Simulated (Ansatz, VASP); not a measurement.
**Two plane-wave programs on Ga**

The input INCAR:

```
ALGO = Fast
EDIFF = 1E-6
ENCUT = 520
ISIF = 2
ISMEAR = 0
LASPH = T
LCHARG = F
LREAL = F
LWAVE = F
NBANDS = 20
NELM = 80
PREC = Accurate
SIGMA = 0.05
```

File KPOINTS:

```
k-points
0
Gamma
  14 10 14
```

The input POSCAR:

```
Ga
1.0
   -2.7660000000      0.0000000000      0.0000000000
   -0.1174474948      0.0000000000      3.3299294416
   -1.3830000000      4.0265000000      0.0000000000
Ga
2
Direct
    0.8690000000      0.2500000000      0.2620000000
    0.1310000000      0.7500000000      0.7380000000
```

Input for Ansatz:

```yaml
crystal:
  lattice:
    - [-2.766, 0.0, 0.0]
    - [-0.1174474948, 0.0, 3.3299294416]
    - [-1.383, 4.0265, 0.0]
  atoms:
    - { symbol: Ga, position: [0.869, 0.25, 0.262] }
    - { symbol: Ga, position: [0.131, 0.75, 0.738] }
basis:
  ecutwfc: 420
  fft_grid_basis: typed
kpoints:
  mp_grid: { grid: [14, 10, 14] }
hamiltonian:
  xc: lda
  pseudopotentials: { kind: paw }
scf:
  occupations: { method: gaussian, width: 0.05 }
output:
  forces: true
  stress: true
  eigenvalues: true
  bader: true
  write_density: true
  volumetric_format: npy
```

Alike in both runs: task single point; functional LDA; k mesh 14 × 10 × 14; occupations gaussian, width 0.05 eV; no spin polarisation.

```csv
,VASP,Ansatz
version,VASP 6.6.1,Ansatz 0.2.0
potentials or method,"VASP PAW LDA potentials, release 64 (Ga_d), cutoff 520 eV","scalar-relativistic, plane waves, PAW"
valence electrons in the cell,26,26
```

```tsv
	VASP	Ansatz	Ansatz less VASP
gap on the k mesh at the Fermi level (eV)	none	none	-
pressure (GPa)	-3.9	-3.9	-0.03
traceless stress, the component that is largest in VASP (GPa)	-0.42	-0.43	-0.008
rms of the force components (eV/Å)	0.104	0.102	-0.0023
```

LDA's correlation is that of Perdew and Zunger in VASP and of Perdew and Wang (1992) in Ansatz. Atom by atom the forces differ by 0.002 eV/Å (rms over components). A gap of «none» marks a metal or a gap that the smearing closes.
